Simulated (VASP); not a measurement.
# BP6 in VASP: single point with PBEsol

Aim: the single point of BP6 with PBEsol.

All numbers are computed with VASP 6.6.1; they aren't measurements. Logs are shortened: lines on timing, memory, paths and dates and some standing lists are left out, and cuts for length are marked.

**1. The cell of the first run**

The cell holds a slab with vacuum, 7 atoms: a = 3.317 Å, b = 5.406 Å, c = 24.684 Å, α = 90.00°, β = 90.00°, γ = 107.87°.

**2. Single point, PBEsol**

Input file INCAR:

```
SYSTEM = BP6
  ALGO = Normal
  DIPOL = 0.5 0.5 0.469
  EDIFF = 1E-7
  ENCUT = 520
  GGA = PS
  IDIPOL = 3
  ISIF = 2
  ISMEAR = 0
  LASPH = .TRUE.
  LCHARG = .FALSE.
  LDIPOL = .TRUE.
  LREAL = .FALSE.
  LWAVE = .FALSE.
  NBANDS = 26
  NELM = 100
  PREC = Accurate
  SIGMA = 0.1
```

Input file KPOINTS:

```
k-points
0
G
  9 6 1
  0 0 0
```

Input file POSCAR:

```
BP6
1.0
    3.3174142475      0.0000000000      0.0000000000
   -1.6587071238      5.1453560762      0.0000000000
    0.0000000000      0.0000000000     24.6840288700
P B
6 1
Direct
    0.8947174912      0.7894349824      0.3443522143
    0.3947174912      0.7894349824      0.4045877687
    0.6052825088      0.2105650176      0.4293701976
    0.0694122186      0.1381482049      0.4905487024
    0.8300705687      0.6578428178      0.4827001852
    0.2652412103      0.5276566610      0.5376363345
    0.2652412103      0.7776566610      0.5915855922
```

Potentials or basis: VASP PAW PBE potentials, release 64 (P, B).

Launch:

```bash
cat potpaw_PBE.64/P/POTCAR potpaw_PBE.64/B/POTCAR > POTCAR
mpirun -np 1 vasp_std > vasp.out
```

OUTCAR:

```text
SYSTEM = BP6
   EDIFF = 1E-7
   ENCUT = 520
   GGA = PS
   ISIF = 2
   ISMEAR = 0
   LASPH = .TRUE.
   LREAL = .FALSE.
   NELM = 100
   PREC = Accurate

 ion  position               nearest neighbor table
   1  0.895  0.789  0.344-   2 2.23   2 2.23
   2  0.395  0.789  0.405-   1 2.23   1 2.23   3 2.25   5 2.63   5 2.63
   3  0.605  0.211  0.429-   2 2.25   4 2.27   4 2.27   5 2.65
   4  0.069  0.138  0.491-   3 2.27   3 2.27   6 2.32   5 2.48
   5  0.830  0.658  0.483-   6 2.24   6 2.25   4 2.48   2 2.63   2 2.63   3 2.65
   6  0.265  0.528  0.538-   7 1.90   5 2.24   5 2.25   4 2.32
   7  0.265  0.778  0.592-   6 1.90

  LATTYP: Found a base centered orthorhombic cell.
 ALAT       =     3.3174142475
 B/A-ratio  =     3.1020280811
 C/A-ratio  =     7.4407436119

  Lattice vectors:

 A1 = (   1.6587071238,  -5.1453560762,   0.0000000000)
 A2 = (   1.6587071237,   5.1453560762,   0.0000000000)
 A3 = (   0.0000000000,   0.0000000000,  24.6840288700)

Analysis of symmetry for initial positions (statically):
=====================================================================
 Subroutine PRICEL returns:
 Original cell was already a primitive cell.

 Routine SETGRP: Setting up the symmetry group for a
 base centered orthorhombic supercell.

 Subroutine GETGRP returns: Found  1 space group operations
 (whereof  1 operations were pure point group operations)
 out of a pool of  8 trial point group operations.

The static configuration has the point symmetry C_1 .

Analysis of symmetry for dynamics (positions and initial velocities):
=====================================================================
 Subroutine PRICEL returns:
 Original cell was already a primitive cell.

 Routine SETGRP: Setting up the symmetry group for a
 base centered orthorhombic supercell.

 Subroutine GETGRP returns: Found  1 space group operations
 (whereof  1 operations were pure point group operations)
 out of a pool of  8 trial point group operations.

The dynamic configuration has the point symmetry C_1 .

 Subroutine INISYM returns: Found  1 space group operations
 (whereof  1 operations are pure point group operations),
 and found     1 'primitive' translations

----------------------------------------------------------------------------------------

                                     Primitive cell

  volume of cell :     421.3385

  direct lattice vectors                    reciprocal lattice vectors
     3.317414247  0.000000000  0.000000000     0.301439593  0.097175005  0.000000000
    -1.658707124  5.145356076  0.000000000     0.000000000  0.194350009  0.000000000
     0.000000000  0.000000000 24.684028870     0.000000000  0.000000000  0.040512025

  length of vectors
     3.317414247  5.406107516 24.684028870     0.316715661  0.194350009  0.040512025

  position of ions in fractional coordinates (direct lattice)
     0.894717491  0.789434982  0.344352214
     0.394717491  0.789434982  0.404587769
     0.605282509  0.210565018  0.429370198
     0.069412219  0.138148205  0.490548702
     0.830070569  0.657842818  0.482700185
     0.265241210  0.527656661  0.537636335
     0.265241210  0.777656661  0.591585592

  ion indices of the primitive-cell ions
   primitive index   ion index
                 1           1
                 2           2
                 3           3
                 4           4
                 5           5
                 6           6
                 7           7

----------------------------------------------------------------------------------------

 KPOINTS: k-points

Automatic generation of k-mesh.
 Grid dimensions read from file:
 generate k-points for:    9    6    1

 Generating k-lattice:

  Cartesian coordinates                     Fractional coordinates (reciprocal lattice)
     0.033493288  0.010797223  0.000000000     0.111111111  0.000000000  0.000000000
     0.000000000  0.032391668  0.000000000     0.000000000  0.166666667  0.000000000
[... 19 lines left out ...]
|                                                                             |
|        The reciprocal lattice is base centered orthorhombic,                |
|        whereas your k-lattice is simple monoclinic.                         |
|                                                                             |
|     Results are often still useful ...                                      |
|                                                                             |
 -----------------------------------------------------------------------------

 WARNING: IBZKPT: internal override: KBLOWUP is changed to .FALSE.
      ... skipping the blow-up phase ...

 Subroutine IBZKPT returns following result:
 ===========================================

 Found     28 irreducible k-points:

 Following reciprocal coordinates:
            Coordinates               Weight
  0.000000  0.000000  0.000000      1.000000
  0.111111 -0.000000  0.000000      2.000000
  0.222222  0.000000  0.000000      2.000000
  0.333333 -0.000000  0.000000      2.000000
  0.444444  0.000000  0.000000      2.000000
  0.000000  0.166667  0.000000      2.000000
[... 16 lines left out ...]
 -0.111111  0.333333  0.000000      2.000000
  0.000000  0.500000  0.000000      1.000000
 [... further k-points ...]
   k-points           NKPTS =     28   k-points in BZ     NKDIM =     28   number of bands    NBANDS=     26
   number of dos      NEDOS =    301   number of ions     NIONS =      7
   total plane-waves  NPLWV = 215040
   dimension x,y,z NGX =    28 NGY =   40 NGZ =  192
   dimension x,y,z NGXF=    56 NGYF=   80 NGZF=  384
   ions per type =               6   1
   NGX,Y,Z   is equivalent  to a cutoff of  14.03, 12.30, 12.93 a.u.
   NGXF,Y,Z  is equivalent  to a cutoff of  28.06, 24.60, 25.86 a.u.
 SYSTEM =  BP6
   PREC   = accura    normal or accurate (medium, high low for compatibility)
   ISTART =      0    job   : 0-new  1-cont  2-samecut
   ICHARG =      2    charge: 1-file 2-atom 10-const
   ISPIN  =      1    spin polarized calculation?
   LNONCOLLINEAR =      F non collinear calculations
   LSORBIT =      F    spin-orbit coupling
   LASPH  =      T    aspherical Exc in radial PAW
   ENCUT  =  520.0 eV  38.22 Ry    6.18 a.u.   6.17 10.05 45.90*2*pi/ulx,y,z
   NELM   =    100;   NELMIN=  2; NELMDL= -5     # of ELM steps
   EDIFF  = 0.1E-06   stopping-criterion for ELM
   LREAL  =      F    real-space projection
   EDIFFG = 0.1E-05   stopping-criterion for IOM
   NSW    =      0    number of steps for IOM
   IBRION =     -1    ionic relax: 0-MD 1-quasi-New 2-CG
   NFREE  =      0    steps in history (QN), initial steepest desc. (CG)
   ISIF   =      2    stress and relaxation
   ISYM   =      2    0-nonsym 1-usesym 2-fastsym
   POTIM  = 0.5000    time-step for ionic-motion
   TEBEG  =    0.0;   TEEND  =   0.0 temperature during run
   PSTRESS=    0.0 pullay stress
   NELECT =      33.0000    total number of electrons
   NUPDOWN=      -1.0000    fix difference up-down
   EMIN   =  10.00;   EMAX   =-10.00  energy-range for DOS
   EFERMI =   0.00;   METHOD = LEGACY
   ISMEAR =     0;   SIGMA  =   0.10  broadening in eV -4-tet -1-fermi 0-gaus
   EFERMI_NEDOS =   21; number of points for ismear=-14 and -15
   IALGO  =     38    algorithm
   IMIX   =      4    mixing-type and parameters
     AMIX     =   0.40;   BMIX     =  1.00
     AMIX_MAG =   1.60;   BMIX_MAG =  1.00
  volume/ion in A,a.u.               =      60.19       406.19
  Fermi-wavevector in a.u.,A,eV,Ry     =   0.700437  1.323634  6.675181  0.490612
  Thomas-Fermi vector in A             =   1.784590
   LORBIT       =      0    0 simple, 1 ext, 2 COOP (PROOUT), +10 PAW based schemes
   GGA     = PS    functional components
   LHFCALC =     F    Hartree Fock is set to
   AEXX    =    0.0000 exact exchange contribution
   IVDW    =     0    specifies the selected vdW correction
   LEPSILON=     F    determine dielectric tensor
   LRPA    =     F    only Hartree local field effects (RPA)
 non-spin polarized calculation
 Gauss-broadening in eV      SIGMA  =   0.10
  energy-cutoff  :      520.00
  volume of cell :      421.34
 maximum number of plane-waves:     11387
 NGX is ok and might be reduce to    28
   NGX = 13   NGY = 21   NGZ = 91

 dipolmoment           0.000000      0.000000     -0.062704 electrons x Angstroem

 number of electron      33.0000001 magnetization

 dipolmoment           0.000000      0.000000      0.022666 electrons x Angstroem

 Free energy of the ion-electron system (eV)
  ---------------------------------------------------
  ext. energy  EPLUGINS =         0.00000000
  ---------------------------------------------------
  free energy    TOTEN  =       -35.65012681 eV

  energy without entropy =      -35.62856532  energy(sigma->0) =      -35.63934606

 E-fermi :  -2.0820     XC(G=0):  -3.5252

 val. band max:       -2.0862778765   @ k =   0.3333  -0.0000   0.0000
 cond. band min:      -2.0759504620   @ k =  -0.1111   0.3333   0.0000
 fundamental gap:      0.0103274145
 Fermi energy:        -2.0819640245

 k-point     1 :       0.0000    0.0000    0.0000
  band No.  band energies     occupation
      1     -18.0070      2.00000
      2     -15.8297      2.00000
      3     -14.4973      2.00000
      4     -11.9219      2.00000
      5     -10.6760      2.00000
      6     -10.2218      2.00000
[... 685 lines left out ...]
     25       1.7357      0.00000
     26       1.8665      0.00000

 [... further k-points ...]

------------------------ aborting loop because EDIFF is reached ----------------------------------------

 vacuum level on the upper side and lower side of the slab       (xc-potential included)         0.032        -0.207

  FORCE on cell =-STRESS in cart. coord.  units (eV):
  Direction    XX          YY          ZZ          XY          YZ          ZX
  --------------------------------------------------------------------------------------
  -------------------------------------------------------------------------------------
  Total       -3.7093644      4.0350877     -1.2485263     -0.0577134      2.5731004     -0.2649312
  in kB      -14.1051886     15.3437803     -4.7476325     -0.2194605      9.7844434     -1.0074244
  external PRESSURE =      -1.1696803 kB  Pullay stress =       0.0000000 kB

 VOLUME and BASIS-vectors are now :
 -----------------------------------------------------------------------------
  energy-cutoff  :      520.00
  volume of cell :      421.34
      direct lattice vectors                 reciprocal lattice vectors
     3.317414247  0.000000000  0.000000000     0.301439593  0.097175005  0.000000000
    -1.658707124  5.145356076  0.000000000     0.000000000  0.194350009  0.000000000
     0.000000000  0.000000000 24.684028870     0.000000000  0.000000000  0.040512025

 POSITION                                       TOTAL-FORCE (eV/Angst)
 -----------------------------------------------------------------------------------
      1.65871      4.06192      8.50000        -0.010528     -0.116430      0.967413
     -0.00000      4.06192      9.98686         0.015059     -0.358479     -1.408631
      1.65871      1.08343     10.59859        -0.024402      0.339977      0.563918
      0.00112      0.71082     12.10872         0.017837     -1.335212     -0.154705
      1.66252      3.38484     11.91499         0.063626      0.313613     -0.049531
      0.00469      2.71498     13.27103         0.106780      0.688597      0.062176
     -0.40999      4.00132     14.60272        -0.168371      0.467933      0.019359
 -----------------------------------------------------------------------------------
    total drift:                                0.000111     -0.000290     -0.000193

  FREE ENERGIE OF THE ION-ELECTRON SYSTEM (eV)
  ---------------------------------------------------
  free  energy   TOTEN  =       -35.6501268068 eV

  energy  without entropy=      -35.6285653153  energy(sigma->0) =      -35.63934606

 vacuum level on the upper side and lower side of the slab         3.435         3.194
```

Wall time 7.5 min (1 thread of Intel Xeon 6975P-C (Granite Rapids), shared host); peak memory 0.63 GiB.

What came out:

| Quantity | Value |
| --- | --- |
| Free energy | -35.6501 eV |
| Largest force | 1.454 eV/Å |

Forces on the atoms (eV/Å):
```
P   -0.011 -0.116  0.967
P    0.015 -0.358 -1.409
P   -0.024  0.340  0.564
P    0.018 -1.335 -0.155
P    0.064  0.314 -0.050
P    0.107  0.689  0.062
B   -0.168  0.468  0.019
```

Levels at points of the mesh, in eV from the Fermi level:
| k point | band 15 | band 16 | band 17 | band 18 | band 19 | band 20 |
| --- | --- | --- | --- | --- | --- | --- |
| (0.00, 0.00, 0.00) | -1.07 | -0.49 | 0.14 | 1.48 | 1.63 | 1.80 |
| (0.00, 0.50, 0.00) | -1.49 | -0.37 | -0.30 | 0.41 | 1.56 | 1.79 |

Caveat: the PAW data sets were made with another functional, which shifts forces and pressure a little.
